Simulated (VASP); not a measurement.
# C (P2_1/m) in VASP: a series of runs, part 2 of 2

VASP 6.6.1.

## (5) Single point, PBEsol+D3(BJ) (engineering shear strain xy -0.0750, normal strain along z +0.0700)

Contents of INCAR:

```
  PREC = Accurate
  ENCUT = 520
  EDIFF = 1E-6
  ISMEAR = 0
  SIGMA = 0.15
  LREAL = False
  LASPH = True
  NELM = 60
  ALGO = Normal
  ISIF = 2
  LWAVE = False
  LCHARG = True
  GGA = PS
  IVDW = 12
  LELF = True
  LVHAR = True
  NBANDS = 16
```

Contents of KPOINTS:

```
Automatic mesh
0
Gamma
  18 18 6
```

Contents of POSCAR:

```
C
1.0
    2.4580081303     -0.0921753049      0.0000000000
   -1.3088302208      2.1747851360      0.0000000000
    0.0000000000      0.0000000000      7.0406607111
C
4
Direct
    0.0000000000      0.0000000000      0.0025000000
    0.0000000000      0.0000000000      0.5025000000
    0.3333333333      0.6666666667      0.0025000000
    0.6666666667      0.3333333333      0.5025000000
```

Potentials or basis: VASP PAW PBE potentials, release 64 (C).

Launch:

```
$ cat potpaw_PBE.64/C/POTCAR > POTCAR
$ mpirun -np 1 vasp_std > vasp.out
```

OUTCAR:

```text
PREC = Accurate
   ENCUT = 520
   EDIFF = 1E-6
   ISMEAR = 0
   LREAL = False
   LASPH = True
   NELM = 60
   ISIF = 2
   GGA = PS
   IVDW = 12
 IVDW          = 12

 ion  position               nearest neighbor table
   1  0.000  0.000  0.002-   3 1.37   3 1.42   3 1.47
   2  0.000  0.000  0.502-   4 1.37   4 1.42   4 1.47
   3  0.333  0.667  0.002-   1 1.37   1 1.42   1 1.47
   4  0.667  0.333  0.502-   2 1.37   2 1.42   2 1.47

  LATTYP: Found a simple monoclinic cell.
 ALAT       =     2.3786285074
 B/A-ratio  =     2.9599665056
 C/A-ratio  =     1.0340983480
 COS(beta)  =    -0.4499768365

  Lattice vectors:

 A1 = (   1.1491779095,   2.0826098311,   0.0000000000)
 A2 = (   0.0000000000,   0.0000000000,  -7.0406607111)
 A3 = (  -2.4580081303,   0.0921753049,   0.0000000000)

Analysis of symmetry for initial positions (statically):
=====================================================================
 Subroutine PRICEL returns:
 Original cell was already a primitive cell.

 Routine SETGRP: Setting up the symmetry group for a
 simple monoclinic supercell.

 Subroutine GETGRP returns: Found  4 space group operations
 (whereof  1 operations were pure point group operations)
 out of a pool of  4 trial point group operations.

The static configuration has the point symmetry C_1 .
 The point group associated with its full space group is C_2h.

Analysis of symmetry for dynamics (positions and initial velocities):
=====================================================================
 Subroutine PRICEL returns:
 Original cell was already a primitive cell.

 Routine SETGRP: Setting up the symmetry group for a
 simple monoclinic supercell.

 Subroutine GETGRP returns: Found  4 space group operations
 (whereof  1 operations were pure point group operations)
 out of a pool of  4 trial point group operations.

The dynamic configuration has the point symmetry C_1 .
 The point group associated with its full space group is C_2h.

[... 124 lines left out ...]
  Fermi-wavevector in a.u.,A,eV,Ry     =   1.240362  2.343944 20.932522  1.538497
  Thomas-Fermi vector in A             =   2.374806
   LORBIT       =      0    0 simple, 1 ext, 2 COOP (PROOUT), +10 PAW based schemes
   GGA     = PS    functional components
   LHFCALC =     F    Hartree Fock is set to
   AEXX    =    0.0000 exact exchange contribution
   IVDW    =    12    specifies the selected vdW correction
   LEPSILON=     F    determine dielectric tensor
   LRPA    =     F    only Hartree local field effects (RPA)
 non-spin polarized calculation
 Gauss-broadening in eV      SIGMA  =   0.15
  energy-cutoff  :      520.00
  volume of cell :       36.79
 maximum number of plane-waves:      1014
   NGX =  9   NGY =  9   NGZ = 27

 number of electron      16.0000002 magnetization

 Free energy of the ion-electron system (eV)
  ---------------------------------------------------
  ext. energy  EPLUGINS =         0.00000000
  ---------------------------------------------------
  free energy    TOTEN  =       -38.29518279 eV

  energy without entropy =      -38.29510089  energy(sigma->0) =      -38.29514184

 E-fermi :   4.3380     XC(G=0): -10.2290

 val. band max:        4.1433568059   @ k =   0.3333   0.2778   0.0000
 cond. band min:       4.5564743576   @ k =   0.3333   0.2778   0.0000
 fundamental gap:      0.4131175517
 Fermi energy:         4.3379885152

 k-point     1 :       0.0000    0.0000    0.0000
  band No.  band energies     occupation
      1     -15.4198      2.00000
      2     -15.2104      2.00000
      3      -4.2078      2.00000
      4      -2.6447      2.00000
      5       1.0954      2.00000
      6       1.1032      2.00000
[... 433 lines left out ...]
      3      -2.7217      2.00000
      4      -2.6729      2.00000
      5      -2.2442      2.00000
      6      -1.5253      2.00000
[... 8 lines left out ...]
     15      17.7474      0.00000
     16      17.7974      0.00000

 [... further k-points ...]

------------------------ aborting loop because EDIFF is reached ----------------------------------------

 Edisp (eV)   -0.41670

 E8    (eV) :    -0.2024

  FORCE on cell =-STRESS in cart. coord.  units (eV):
  Direction    XX          YY          ZZ          XY          YZ          ZX
  --------------------------------------------------------------------------------------
  -------------------------------------------------------------------------------------
  Total       1.02476     0.95839    -0.37537     7.65883     0.00000     0.00000
  in kB      44.63053    41.74001   -16.34807   333.55947     0.00000     0.00000
  external pressure =       23.34 kB  Pullay stress =        0.00 kB

 VOLUME and BASIS-vectors are now :
 -----------------------------------------------------------------------------
  energy-cutoff  :      520.00
  volume of cell :       36.79
      direct lattice vectors                 reciprocal lattice vectors
     2.458008130 -0.092175305  0.000000000     0.416227002  0.250493931  0.000000000
    -1.308830221  2.174785136  0.000000000     0.017641214  0.470432383  0.000000000
     0.000000000  0.000000000  7.040660711     0.000000000  0.000000000  0.142032125

 POSITION                                       TOTAL-FORCE (eV/Angst)
 -----------------------------------------------------------------------------------
      0.00000      0.00000      0.01760         0.979905      0.178752      0.000000
      0.00000      0.00000      3.53793        -0.979905     -0.178752     -0.000000
     -0.05322      1.41913      0.01760        -0.984481     -0.177812     -0.000000
      1.20240      0.66348      3.53793         0.984481      0.177812     -0.000000
 -----------------------------------------------------------------------------------
    total drift:                                0.000000     -0.000000     -0.000005

  FREE ENERGIE OF THE ION-ELECTRON SYSTEM (eV)
  ---------------------------------------------------
  free  energy   TOTEN  =       -38.7118778925 eV

  energy  without entropy=      -38.7117959964  energy(sigma->0) =      -38.71183694
```

OSZICAR:

```text
N       E                     dE             d eps       ncg     rms          rms(c)
DAV:   1     0.303413212346E+02    0.30341E+02   -0.78833E+03 21000   0.929E+02
DAV:   2    -0.380735180724E+02   -0.68415E+02   -0.62388E+02 29496   0.184E+02
DAV:   3    -0.407762811315E+02   -0.27028E+01   -0.26904E+01 27664   0.342E+01
DAV:   4    -0.407987540821E+02   -0.22473E-01   -0.22466E-01 26552   0.377E+00
DAV:   5    -0.407991071974E+02   -0.35312E-03   -0.35310E-03 26952   0.447E-01    0.920E+00
DAV:   6    -0.388913813712E+02    0.19077E+01   -0.12899E+00 25496   0.726E+00    0.531E+00
DAV:   7    -0.382893417297E+02    0.60204E+00   -0.15606E+00 26520   0.807E+00    0.140E+00
DAV:   8    -0.382966245033E+02   -0.72828E-02   -0.79725E-02 25088   0.173E+00    0.309E-01
DAV:   9    -0.382949929674E+02    0.16315E-02   -0.25884E-03 26696   0.360E-01    0.103E-01
DAV:  10    -0.382951695160E+02   -0.17655E-03   -0.51553E-04 23992   0.144E-01    0.627E-02
DAV:  11    -0.382951823636E+02   -0.12848E-04   -0.20629E-05 25920   0.322E-02    0.107E-02
DAV:  12    -0.382951827851E+02   -0.42152E-06   -0.10676E-06 22832   0.770E-03
   1 F= -.38711878E+02 E0= -.38711837E+02  d E =-.818961E-04
```

stdout:

```text
POSCAR found type information on POSCAR C
 POSCAR found :  1 types and       4 ions
 scaLAPACK will be used
 -----------------------------------------------------------------------------
|                                                                             |
|                                                                             |
|     You enforced a specific xc type in the INCAR file but a different       |
|     I HOPE YOU KNOW WHAT YOU ARE DOING!                                     |
|                                                                             |
 -----------------------------------------------------------------------------

 LDA part: xc-table for (Slater+PW92), standard interpolation
 POSCAR, INCAR and KPOINTS ok, starting setup
 FFT: planning ... GRIDC
 FFT: planning ... GRID_SOFT
 FFT: planning ... GRID
 WAVECAR not read
 entering main loop
```

It took 4.5 min on 1 thread of Intel Xeon Platinum 8259CL at 2.50GHz (Skylake/Cascade Lake), shared host; peak memory 0.38 GiB.

Results:

```yaml
Free_energy: -38.7119 eV
Pressure: 2.3 GPa
Largest_force: 1.000 eV/Å
Band_gap_on_the_k_mesh: 0.41 eV, direct
Dispersion_energy_per_atom: -0.104 eV
```

Forces on the atoms (eV/Å):
```
C    0.980  0.179  0.000
C   -0.980 -0.179  0.000
C   -0.984 -0.178  0.000
C    0.984  0.178  0.000
```

Levels at points of the mesh, in eV from the valence-band top:
| k point | band 6 | band 7 | band 8 | band 9 | band 10 | band 11 |
| --- | --- | --- | --- | --- | --- | --- |
| (0.00, 0.00, 0.00) | -3.04 | -2.68 | -2.67 | 3.79 | 7.39 | 7.43 |
| (0.50, 0.00, 0.00) | -6.94 | -1.98 | -1.45 | 1.55 | 2.01 | 5.92 |
| (0.00, 0.50, 0.00) | -6.22 | -2.57 | -2.04 | 1.61 | 2.20 | 7.48 |
| (0.50, 0.50, 0.00) | -5.52 | -3.14 | -2.60 | 1.55 | 2.26 | 9.06 |
| (0.00, 0.00, 0.50) | -3.04 | -2.67 | -2.67 | 6.08 | 6.08 | 7.41 |
| (0.50, 0.00, 0.50) | -6.96 | -1.67 | -1.67 | 1.66 | 1.66 | 6.06 |
| (0.00, 0.50, 0.50) | -6.24 | -2.27 | -2.27 | 1.77 | 1.77 | 7.62 |
| (0.50, 0.50, 0.50) | -5.53 | -2.84 | -2.84 | 1.76 | 1.76 | 9.19 |

Caveat: the cell differs from its parent crystal (engineering shear strain xy -0.0750, normal strain along z +0.0700); the PAW data sets were made with another functional, which shifts forces and pressure a little.

## (6) Overview

| cell | gap on the mesh (eV) | pressure (GPa) | largest force (eV/Å) |
| --- | --- | --- | --- |
| a = 2.460, b = 2.538, c = 6.926 Å, angles 90.0, 90.0, 123.2°, 4 atoms | 0.38 | 2.5 | 1.00 |
| a = 2.465, b = 2.619, c = 6.810 Å, angles 90.0, 90.0, 126.3°, 4 atoms | 0.23 | 9.2 | 2.19 |
| a = 2.465, b = 2.619, c = 7.041 Å, angles 90.0, 90.0, 126.3°, 4 atoms | 0.24 | 8.7 | 2.18 |
| a = 2.460, b = 2.538, c = 7.041 Å, angles 90.0, 90.0, 123.2°, 4 atoms | 0.41 | 2.3 | 1.00 |

Alike in all rows: task single point; level PBEsol+D3(BJ); potentials or basis VASP PAW PBE potentials, release 64 (C); no spin polarisation; k mesh 18 × 18 × 6; cutoff (eV) 520; smearing gaussian 0.15 eV.

Caveats: the PAW data sets were made with another functional, which shifts forces and pressure a little.

Absolute energies hang on the potentials; compare differences alone.
